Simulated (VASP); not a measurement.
WS2:

```
W S
1.0
     3.18000    0.00000    0.00000
    -1.59000    2.75396    0.00000
     0.00000    0.00000   12.50000
W S
2 4
Cartesian
  1.5900 0.9180 9.3750
  0.0000 1.8360 3.1250
  1.5900 0.9180 4.6875
  0.0000 1.8360 10.9375
  1.5900 0.9180 1.5625
  0.0000 1.8360 7.8125
```

* Program: VASP 6.6.1
* Task: relaxation of cell and atoms
* Functional: PBE
* Dispersion: D3(BJ)
* Potentials or basis: VASP PAW PBE potentials, release 64 (W_sv, S)
* Cutoff: 600 eV
* k mesh: 10 × 10 × 3
* Occupations: fermi-dirac, width 0.05 eV
* Spin: no spin polarisation

At the start: pressure -1.5 GPa; volume 18.24 Å³/atom.

How do energy, volume and symmetry change on relaxing?

Over 12 steps the energy falls by 5.5 meV/atom and the volume is 17.44 Å³/atom (-4.4 %); space group P6_3/mmc (No. 194, to 0.1 Å) before and after.

Step by step:
```csv
step,energy change (eV),largest force (eV/Å),pressure (GPa),volume (Å³)
1,0.0000,0.1371,-1.53,109.47
2,-0.0074,0.3300,1.83,106.74
3,-0.0118,0.2558,0.51,107.76
4,-0.0146,0.0709,-0.67,107.53
5,-0.0164,0.0532,-0.22,107.62
6,-0.0201,0.0479,-0.21,107.24
7,-0.0288,0.0339,-0.15,106.09
8,-0.0309,0.0026,0.16,103.78
9,-0.0328,0.0239,0.02,104.82
10,-0.0329,0.0216,0.03,104.68
11,-0.0325,0.0707,-0.36,104.64
12,-0.0329,0.0021,-0.07,104.67
```

Final structure:
```cif
data_structure
_symmetry_space_group_name_H-M 'P 1'
_symmetry_Int_Tables_number 1
_cell_length_a 3.1551
_cell_length_b 3.1551
_cell_length_c 12.1412
_cell_angle_alpha 90.000
_cell_angle_beta 90.000
_cell_angle_gamma 120.000
_cell_volume 104.67
loop_
_atom_site_label
_atom_site_type_symbol
_atom_site_fract_x
_atom_site_fract_y
_atom_site_fract_z
_atom_site_occupancy
W1 W 0.66667 0.33333 0.75000 1
W2 W 0.33333 0.66667 0.25000 1
S1 S 0.66667 0.33333 0.37968 1
S2 S 0.33333 0.66667 0.87968 1
S3 S 0.66667 0.33333 0.12032 1
S4 S 0.33333 0.66667 0.62032 1
```
